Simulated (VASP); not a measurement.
Set up this calculation in VASP 6.6.1, as the native input.

| Property | Result |
| --- | --- |
| Task | single point |
| Functional | PBE |
| Potentials or basis | VASP PAW PBE potentials, release 64 (Si, O) |
| Cutoff | 520 eV |
| k mesh | 6 × 6 × 8 |
| Occupations | gaussian, width 0.01 eV |
| Spin | no spin polarisation |
| Dipole correction | no |
| Further INCAR settings | ALGO = Normal; EDIFF = 1e-06; NBANDS = 25 |

The structure of SiO2 (Stishovite) lies in POSCAR:

```
SiO2
1.0
    4.1421949790      0.0000000000      0.0000000000
    0.0000000000      4.1421949790      0.0000000000
    0.0000000000      0.0000000000      2.6428023024
Si O
2 4
Direct
    0.0000000000      0.0000000000      0.0000000000
    0.5000000000      0.5000000000      0.5000000000
    0.3059000000      0.3059000000      0.0000000000
    0.1941000000      0.8059000000      0.5000000000
    0.6941000000      0.6941000000      0.0000000000
    0.8059000000      0.1941000000      0.5000000000
```

These files were run (other wordings do the same):

INCAR

```
SYSTEM = SiO2
  PREC = Accurate
  ENCUT = 520
  EDIFF = 1E-6
  ISMEAR = 0
  SIGMA = 0.01
  LREAL = .FALSE.
  LASPH = .TRUE.
  NELM = 60
  ALGO = Normal
  ISIF = 2
  LWAVE = .FALSE.
  LCHARG = .FALSE.
  GGA = PE
  NBANDS = 25
```

KPOINTS

```
regular mesh
0
G
  6 6 8
  0 0 0
```

Potentials or basis: VASP PAW PBE potentials, release 64 (Si, O).

The run is started by

```bash
$ cat potpaw_PBE.64/Si/POTCAR potpaw_PBE.64/O/POTCAR > POTCAR
$ mpirun -np 1 vasp_std > vasp.out
```

Results of the run:

```json
{"Pressure": "20.7 GPa", "Largest force": "0.279 eV/Å", "Band gap on the k mesh": "6.09 eV, direct"}
```

It took 14 s on 1 thread of Intel(R) Xeon(R) 6975P-C (Granite Rapids), on a shared host, peak memory 0.17 GiB.
